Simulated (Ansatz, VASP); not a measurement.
**Al: VASP beside Ansatz**

INCAR

```
SYSTEM = Al
  PREC = Accurate
  ENCUT = 500
  EDIFF = 1E-6
  ISMEAR = 0
  SIGMA = 0.1
  LREAL = .FALSE.
  LASPH = .TRUE.
  NELM = 120
  ALGO = Normal
  ISIF = 2
  LWAVE = .FALSE.
  LCHARG = .FALSE.
  GGA = PE
  IVDW = 12
  NBANDS = 8
  GGA_COMPAT = .FALSE.
```

KPOINTS

```
regular mesh
0
G
  8 8 8
  0 0 0
```

The input POSCAR:

```
Al
1.0
   -1.6070005753      1.6070005753      1.6070005753
    1.6070005753     -1.6070005753      1.6070005753
    1.6070005753      1.6070005753     -1.6070005753
Al
1
Direct
    0.0000000000      0.0000000000      0.0000000000
```

Input for Ansatz:

```yaml
crystal:
  lattice:
    - [-1.6070005753, 1.6070005753, 1.6070005753]
    - [1.6070005753, -1.6070005753, 1.6070005753]
    - [1.6070005753, 1.6070005753, -1.6070005753]
  atoms:
    - { symbol: Al, position: [0.0, 0.0, 0.0] }
basis:
  ecutwfc: 420
kpoints:
  mp_grid: { grid: [8, 8, 8] }
hamiltonian:
  xc: pbe
  dispersion: d3bj
  pseudopotentials: { kind: paw, azcp: { folder: soft_1 } }
scf:
  occupations: { method: gaussian, width: 0.1 }
output:
  forces: true
  stress: true
  eigenvalues: true
```

Alike in both runs: task single point; functional PBE; dispersion D3(BJ); k mesh 8 × 8 × 8; occupations gaussian, width 0.1 eV; no spin polarisation.

```csv
,VASP,Ansatz
version,VASP 6.6.1,Ansatz 0.2.0
potentials or method,"VASP PAW PBE potentials, release 64 (Al), cutoff 500 eV","scalar-relativistic, plane waves, PAW"
valence electrons in the cell,3,3
```

```tsv
	VASP	Ansatz	Ansatz less VASP
gap on the k mesh at the Fermi level (eV)	none	none	-
pressure (GPa)	-1.5	-1.5	-0.01
```

A gap of «none» marks a metal or a gap that the smearing closes.
